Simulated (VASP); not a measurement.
# MnS (F-43m) in VASP: a series of runs

Aim: see how the results for MnS move with the level of theory and the settings. Levels: PBE, BLYP. Tasks: single point.

All numbers are computed with VASP 6.6.1; they aren't measurements. Logs are shortened: lines on timing, memory, paths and dates and some standing lists are left out, and cuts for length are marked.

## 1. The cell of the first run

It takes space group F-43m (No. 216, cubic). The conventional cell has a = 5.600 Å, b = 5.600 Å, c = 5.600 Å, α = 90.00°, β = 90.00°, γ = 90.00°. Within 3.2 Å of Mn (site symmetry -43m) lie 4 S at 2.42 Å. Within 3.2 Å of S (site symmetry -43m) lie 4 Mn at 2.42 Å.

## 2. Single point, PBE, collinear spin, ferromagnetic start

INCAR

```
SYSTEM = MnS
PREC = Accurate ; ENCUT = 520
EDIFF = 1E-6 ; ISMEAR = 0
SIGMA = 0.1 ; LREAL = .FALSE.
LASPH = .TRUE. ; NELM = 150
ALGO = Normal ; ISIF = 2
LWAVE = .FALSE. ; LCHARG = .FALSE.
ISPIN = 2 ; MAGMOM = 4.57 0.14
LORBIT = 11 ; LMAXMIX = 4
GGA = PE ; NBANDS = 20
```

KPOINTS

```
regular mesh
0
G
  4 4 4
  0 0 0
```

POSCAR

```
MnS
1.0
    0.0000000000      2.8000000000      2.8000000000
    2.8000000000      0.0000000000      2.8000000000
    2.8000000000      2.8000000000      0.0000000000
Mn S
1 1
Direct
    0.0000000000      0.0000000000      0.0000000000
    0.7500000000      0.7500000000      0.7500000000
```

Potentials or basis: VASP PAW PBE potentials, release 64 (Mn_pv, S).

The run is started by

```console
> cat potpaw_PBE.64/Mn_pv/POTCAR potpaw_PBE.64/S/POTCAR > POTCAR
> mpirun -np 1 vasp_std > vasp.out
```

OUTCAR:

```text
SYSTEM = MnS
   PREC = Accurate
   ENCUT = 520
   EDIFF = 1E-6
   ISMEAR = 0
   LREAL = .FALSE.
   LASPH = .TRUE.
   NELM = 150
   ISIF = 2
   ISPIN = 2
   LORBIT = 11
   GGA = PE

 ion  position               nearest neighbor table
   1  0.000  0.000  0.000-   2 2.42   2 2.42   2 2.42   2 2.42
   2  0.750  0.750  0.750-   1 2.42   1 2.42   1 2.42   1 2.42

  LATTYP: Found a face centered cubic cell.
 ALAT       =     5.6000000000

  Lattice vectors:

 A1 = (   0.0000000000,   2.8000000000,   2.8000000000)
 A2 = (   2.8000000000,   0.0000000000,   2.8000000000)
 A3 = (   2.8000000000,   2.8000000000,   0.0000000000)

Analysis of symmetry for initial positions (statically):
=====================================================================
 Subroutine PRICEL returns:
 Original cell was already a primitive cell.

 Routine SETGRP: Setting up the symmetry group for a
 face centered cubic supercell.

 Subroutine GETGRP returns: Found 24 space group operations
 (whereof 24 operations were pure point group operations)
 out of a pool of 48 trial point group operations.

The static configuration has the point symmetry T_d .

Analysis of symmetry for dynamics (positions and initial velocities):
=====================================================================
 Subroutine PRICEL returns:
 Original cell was already a primitive cell.

 Routine SETGRP: Setting up the symmetry group for a
 face centered cubic supercell.

 Subroutine GETGRP returns: Found 24 space group operations
 (whereof 24 operations were pure point group operations)
 out of a pool of 48 trial point group operations.

The dynamic configuration has the point symmetry T_d .

Analysis of structural, dynamic, and magnetic symmetry:
=====================================================================
 Subroutine PRICEL returns:
 Original cell was already a primitive cell.

 Routine SETGRP: Setting up the symmetry group for a
 face centered cubic supercell.

 Subroutine GETGRP returns: Found 24 space group operations
 (whereof 24 operations were pure point group operations)
 out of a pool of 48 trial point group operations.

The overall configuration has the point symmetry T_d .

 Subroutine INISYM returns: Found 24 space group operations
 (whereof 24 operations are pure point group operations),
 and found     1 'primitive' translations

----------------------------------------------------------------------------------------

                                     Primitive cell

  volume of cell :      43.9040

  direct lattice vectors                    reciprocal lattice vectors
     0.000000000  2.800000000  2.800000000    -0.178571429  0.178571429  0.178571429
     2.800000000  0.000000000  2.800000000     0.178571429 -0.178571429  0.178571429
     2.800000000  2.800000000  0.000000000     0.178571429  0.178571429 -0.178571429

  length of vectors
     3.959797975  3.959797975  3.959797975     0.309294787  0.309294787  0.309294787

  position of ions in fractional coordinates (direct lattice)
     0.000000000  0.000000000  0.000000000
     0.750000000  0.750000000  0.750000000

  ion indices of the primitive-cell ions
   primitive index   ion index
                 1           1
                 2           2

----------------------------------------------------------------------------------------

 KPOINTS: regular mesh

Automatic generation of k-mesh.
 Grid dimensions read from file:
 generate k-points for:    4    4    4

 Generating k-lattice:

  Cartesian coordinates                     Fractional coordinates (reciprocal lattice)
    -0.044642857  0.044642857  0.044642857     0.250000000  0.000000000  0.000000000
     0.044642857 -0.044642857  0.044642857     0.000000000  0.250000000  0.000000000
     0.044642857  0.044642857 -0.044642857     0.000000000  0.000000000  0.250000000

  Length of vectors
     0.077323697  0.077323697  0.077323697

  Shift w.r.t. Gamma in fractional coordinates (k-lattice)
     0.000000000  0.000000000  0.000000000

 Subroutine IBZKPT returns following result:
 ===========================================

 Found      8 irreducible k-points:

 Following reciprocal coordinates:
            Coordinates               Weight
  0.000000  0.000000  0.000000      1.000000
  0.250000  0.000000  0.000000      8.000000
  0.500000  0.000000  0.000000      4.000000
  0.250000  0.250000  0.000000      6.000000
  0.500000  0.250000  0.000000     24.000000
 -0.250000  0.250000  0.000000     12.000000
  0.500000  0.500000  0.000000      3.000000
 -0.250000  0.500000  0.250000      6.000000
   k-points           NKPTS =      8   k-points in BZ     NKDIM =      8   number of bands    NBANDS=     20
   number of dos      NEDOS =    301   number of ions     NIONS =      2
   total plane-waves  NPLWV =  27000
   dimension x,y,z NGX =    30 NGY =   30 NGZ =   30
   dimension x,y,z NGXF=    60 NGYF=   60 NGZF=   60
   ions per type =               1   1
   NGX,Y,Z   is equivalent  to a cutoff of  12.60, 12.60, 12.60 a.u.
   NGXF,Y,Z  is equivalent  to a cutoff of  25.19, 25.19, 25.19 a.u.
 SYSTEM =  MnS
   PREC   = accura    normal or accurate (medium, high low for compatibility)
   ISTART =      0    job   : 0-new  1-cont  2-samecut
   ICHARG =      2    charge: 1-file 2-atom 10-const
   ISPIN  =      2    spin polarized calculation?
   LNONCOLLINEAR =      F non collinear calculations
   LSORBIT =      F    spin-orbit coupling
   LASPH  =      T    aspherical Exc in radial PAW
   ENCUT  =  520.0 eV  38.22 Ry    6.18 a.u.   7.36  7.36  7.36*2*pi/ulx,y,z
   NELM   =    150;   NELMIN=  2; NELMDL= -5     # of ELM steps
   EDIFF  = 0.1E-05   stopping-criterion for ELM
   LREAL  =      F    real-space projection
   EDIFFG = 0.1E-04   stopping-criterion for IOM
   NSW    =      0    number of steps for IOM
   IBRION =     -1    ionic relax: 0-MD 1-quasi-New 2-CG
   NFREE  =      0    steps in history (QN), initial steepest desc. (CG)
   ISIF   =      2    stress and relaxation
   ISYM   =      2    0-nonsym 1-usesym 2-fastsym
   POTIM  = 0.5000    time-step for ionic-motion
   TEBEG  =    0.0;   TEEND  =   0.0 temperature during run
   PSTRESS=    0.0 pullay stress
   NELECT =      19.0000    total number of electrons
   NUPDOWN=      -1.0000    fix difference up-down
   EMIN   =  10.00;   EMAX   =-10.00  energy-range for DOS
   EFERMI =   0.00;   METHOD = LEGACY
   ISMEAR =     0;   SIGMA  =   0.10  broadening in eV -4-tet -1-fermi 0-gaus
   EFERMI_NEDOS =   21; number of points for ismear=-14 and -15
   IALGO  =     38    algorithm
   IMIX   =      4    mixing-type and parameters
     AMIX     =   0.40;   BMIX     =  1.00
     AMIX_MAG =   1.60;   BMIX_MAG =  1.00
  volume/ion in A,a.u.               =      21.95       148.14
  Fermi-wavevector in a.u.,A,eV,Ry     =   1.238297  2.340041 20.862879  1.533378
  Thomas-Fermi vector in A             =   2.372828
   LORBIT       =     11    0 simple, 1 ext, 2 COOP (PROOUT), +10 PAW based schemes
   GGA     = PE    functional components
   LHFCALC =     F    Hartree Fock is set to
   AEXX    =    0.0000 exact exchange contribution
   IVDW    =     0    specifies the selected vdW correction
   LEPSILON=     F    determine dielectric tensor
   LRPA    =     F    only Hartree local field effects (RPA)
 spin polarized calculation
 Gauss-broadening in eV      SIGMA  =   0.10
  energy-cutoff  :      520.00
  volume of cell :       43.90
 maximum number of plane-waves:      1243
 NGX is ok and might be reduce to    30
   NGX = 15   NGY = 15   NGZ = 15

 number of electron      18.9999987 magnetization       4.9059311

 Free energy of the ion-electron system (eV)
  ---------------------------------------------------
  ext. energy  EPLUGINS =         0.00000000
  ---------------------------------------------------
  free energy    TOTEN  =       -14.07330207 eV

  energy without entropy =      -14.06963628  energy(sigma->0) =      -14.07146917

 E-fermi :   4.4900     XC(G=0):  -9.3127

 val. band max:        4.2649355153   @ k =   0.2500   0.0000   0.0000
 cond. band min:       4.5184162373   @ k =   0.5000   0.5000   0.0000
 fundamental gap:      0.2534807219
 Fermi energy:         4.4899968051

 spin component 1

 k-point     1 :       0.0000    0.0000    0.0000
  band No.  band energies     occupation
      1     -46.2271      1.00000
      2     -46.2271      1.00000
      3     -46.2271      1.00000
      4      -9.3872      1.00000
      5      -0.3496      1.00000
      6      -0.3496      1.00000
[... 12 lines left out ...]
     19      16.5563      0.00000
     20      17.1824      0.00000
[... 139 lines left out ...]
 k-point     8 :      -0.2500    0.5000    0.2500
  band No.  band energies     occupation
      1     -46.2296      1.00000
      2     -46.2291      1.00000
      3     -46.2284      1.00000
      4      -8.4813      1.00000
      5      -0.6666      1.00000
      6      -0.5537      1.00000
[... 12 lines left out ...]
     19      17.3245      0.00000
     20      17.7217      0.00000
 Fermi energy:         4.4899968051

 spin component 2

 k-point     1 :       0.0000    0.0000    0.0000
  band No.  band energies     occupation
      1     -41.6470      1.00000
      2     -41.6470      1.00000
      3     -41.6470      1.00000
      4      -9.0758      1.00000
      5       1.2137      1.00000
      6       1.2137      1.00000
[... 12 lines left out ...]
     19      17.3895      0.00000
     20      18.1192      0.00000
[... 139 lines left out ...]
 k-point     8 :      -0.2500    0.5000    0.2500
  band No.  band energies     occupation
      1     -41.6508      1.00000
      2     -41.6498      1.00000
      3     -41.6488      1.00000
      4      -8.2254      1.00000
      5       0.1785      1.00000
      6       0.2226      1.00000
[... 12 lines left out ...]
     19      17.9132      0.00000
     20      18.3065      0.00000

------------------------ aborting loop because EDIFF is reached ----------------------------------------

  FORCE on cell =-STRESS in cart. coord.  units (eV):
  Direction    XX          YY          ZZ          XY          YZ          ZX
  --------------------------------------------------------------------------------------
  -------------------------------------------------------------------------------------
  Total        0.2735891      0.2735891      0.2735891     -0.0000000      0.0000000     -0.0000000
  in kB        9.9840162      9.9840162      9.9840162     -0.0000000      0.0000000     -0.0000000
  external PRESSURE =       9.9840162 kB  Pullay stress =       0.0000000 kB

 VOLUME and BASIS-vectors are now :
 -----------------------------------------------------------------------------
  energy-cutoff  :      520.00
  volume of cell :       43.90
      direct lattice vectors                 reciprocal lattice vectors
     0.000000000  2.800000000  2.800000000    -0.178571429  0.178571429  0.178571429
     2.800000000  0.000000000  2.800000000     0.178571429 -0.178571429  0.178571429
     2.800000000  2.800000000  0.000000000     0.178571429  0.178571429 -0.178571429

 POSITION                                       TOTAL-FORCE (eV/Angst)
 -----------------------------------------------------------------------------------
      0.00000      0.00000      0.00000        -0.000000     -0.000000     -0.000000
      4.20000      4.20000      4.20000         0.000000      0.000000      0.000000
 -----------------------------------------------------------------------------------
    total drift:                                0.000001      0.000001      0.000000

  FREE ENERGIE OF THE ION-ELECTRON SYSTEM (eV)
  ---------------------------------------------------
  free  energy   TOTEN  =       -14.0733020695 eV

  energy  without entropy=      -14.0696362766  energy(sigma->0) =      -14.07146917

 total charge

# of ion       s       p       d       tot
------------------------------------------
    1        0.259   6.212   4.905  11.376
    2        1.313   2.452   0.000   3.765
--------------------------------------------------
tot          1.571   8.664   4.905  15.141

 magnetization (x)

# of ion       s       p       d       tot
------------------------------------------
    1        0.047   0.066   4.207   4.320
    2        0.010   0.080   0.000   0.090
--------------------------------------------------
tot          0.057   0.146   4.207   4.410
```

Run time: 15 s. Hardware: 1 thread of AMD EPYC 9R45 (Zen 5), shared host; peak memory 0.15 GiB.

Results:

- Free energy: -14.0733 eV
- Pressure: 1.0 GPa
- Net moment: 4.91 μB per cell
- Site moments: Mn +4.32; S +0.09 μB
- Valence electrons inside the program's atomic spheres: Mn 11.38; S 3.77

Caveat: the k points lie up to 0.49 Å⁻¹ apart; a cell with one magnetic atom can't hold antiferromagnetic order, which such compounds often take; semilocal functionals often make such compounds metallic where correlation or magnetic order opens a gap, which also shifts bond lengths. With open d or f shells a metallic result of PBE can be an artefact of self-interaction; +U or a hybrid may open a gap.

## 3. Single point, BLYP, collinear spin, ferromagnetic start

INCAR

```
SYSTEM = MnS
PREC = Accurate
ENCUT = 520
EDIFF = 1E-6
ISMEAR = -4
SIGMA = 0.1
LREAL = .False.
LASPH = .True.
NELM = 150
ALGO = Normal
ISIF = 2
LWAVE = .False.
LCHARG = .True.
ISPIN = 2
MAGMOM = 4.57 0.14
LORBIT = 11
LMAXMIX = 4
GGA = B5
ALDAX = 1.0
AGGAX = 1.0
AGGAC = 1.0
ALDAC = 0.0
LELF = .True.
LVHAR = .True.
NBANDS = 20
```

KPOINTS

```
Automatic mesh
0
Gamma
  4 4 4
  0 0 0
```

POSCAR is that of step 2.

Potentials or basis: VASP PAW PBE potentials, release 64 (Mn_pv, S).

The run is started by

```console
> cat potpaw_PBE.64/Mn_pv/POTCAR potpaw_PBE.64/S/POTCAR > POTCAR
> mpirun -np 1 vasp_std > vasp.out
```

Wall time 31 s (1 thread of AMD EPYC 9R45 (Zen 5), shared host); peak memory 0.15 GiB.

The run converged. Its results:

```
Free energy                                           : -12.7141 eV
Pressure                                              : 4.8 GPa
Band gap on the k mesh                                : zero (filled and empty bands overlap)
Net moment                                            : 4.97 μB per cell
Site moments                                          : Mn +4.33; S +0.14 μB
Valence electrons inside the program's atomic spheres : Mn 11.41; S 3.80
```

Levels at points of the mesh, in eV from the Fermi level:
Spin up:
```
           k point  band 9  band 10  band 11  band 12  band 13  band 14  band 15  band 16
(0.00, 0.00, 0.00)   -3.02     0.33     0.33     0.33     1.27     6.10     6.10     6.10
(0.50, 0.00, 0.00)   -2.92    -2.72    -0.67    -0.67     3.20     6.54     6.54     7.21
(0.50, 0.50, 0.00)   -2.81    -2.53    -2.01    -2.01     3.12     4.57     9.30    10.94
```
Spin down:
```
           k point  band 5  band 6  band 7  band 8  band 9  band 10
(0.00, 0.00, 0.00)   -3.25   -3.25   -3.25    0.71    0.71     2.03
(0.50, 0.00, 0.00)   -5.06   -3.16   -3.16    0.79    0.84     0.84
(0.50, 0.50, 0.00)   -4.99   -3.24   -3.24   -0.05    0.75     1.13
```

Caveat: the k points lie up to 0.49 Å⁻¹ apart; the PAW data sets were made with another functional, which shifts forces and pressure a little; a cell with one magnetic atom can't hold antiferromagnetic order, which such compounds often take; semilocal functionals often make such compounds metallic where correlation or magnetic order opens a gap, which also shifts bond lengths.
